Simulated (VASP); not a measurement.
A run of VASP 6.6.1 is set up as follows.

INCAR

```
ALGO = Normal ; EDIFF = 1E-6
ENCUT = 520 ; GGA = PS
ISIF = 2 ; ISMEAR = -1
ISPIN = 2 ; LASPH = True
LCHARG = True ; LELF = True
LMAXMIX = 4 ; LORBIT = 11
LREAL = False ; LVHAR = True
LWAVE = False ; MAGMOM = 0 0 0 2.8 0 0
NBANDS = 29 ; NELM = 150
PREC = Accurate ; SIGMA = 0.3
```

The input KPOINTS:

```
k-points
0
Gamma
  6 6 4
```

Contents of POSCAR:

```
Li3MnP2
1.0
    3.9580220000      0.0000000000      0.0000000000
    0.0000000000      3.9580220000      0.0000000000
    0.0000000000      0.0000000000      5.6262180000
Li Mn P
3 1 2
Direct
    0.0000000000      0.0000000000      0.0000000000
    0.5000000000      0.5000000000      0.0000000000
    0.5000000000      0.5000000000      0.5000000000
    0.0000000000      0.0000000000      0.5000000000
    0.0000000000      0.5000000000      0.2891120000
    0.5000000000      0.0000000000      0.7108880000
```

Potentials or basis: VASP PAW PBE potentials, release 64 (Li_sv, Mn_pv, P).

Launch:

```sh
$ cat potpaw_PBE.64/Li_sv/POTCAR potpaw_PBE.64/Mn_pv/POTCAR potpaw_PBE.64/P/POTCAR > POTCAR
$ mpirun -np 1 vasp_std > vasp.out
```

Task: Estimate the site moments.

Result: Li +0.00, +0.01, -0.00; Mn +2.38; P -0.04 μB.

Task: Estimate the largest force.

Result: 0.405 eV/Å.

Forces on the atoms (eV/Å):
```
Li   0.000  0.000  0.000
Li   0.000  0.000  0.000
Li   0.000  0.000  0.000
Mn   0.000  0.000  0.000
P    0.000  0.000 -0.405
P    0.000  0.000  0.405
```

Caveat: the PAW data sets were made with another functional, which shifts forces and pressure a little; a cell with one magnetic atom can't hold antiferromagnetic order, which such compounds often take.
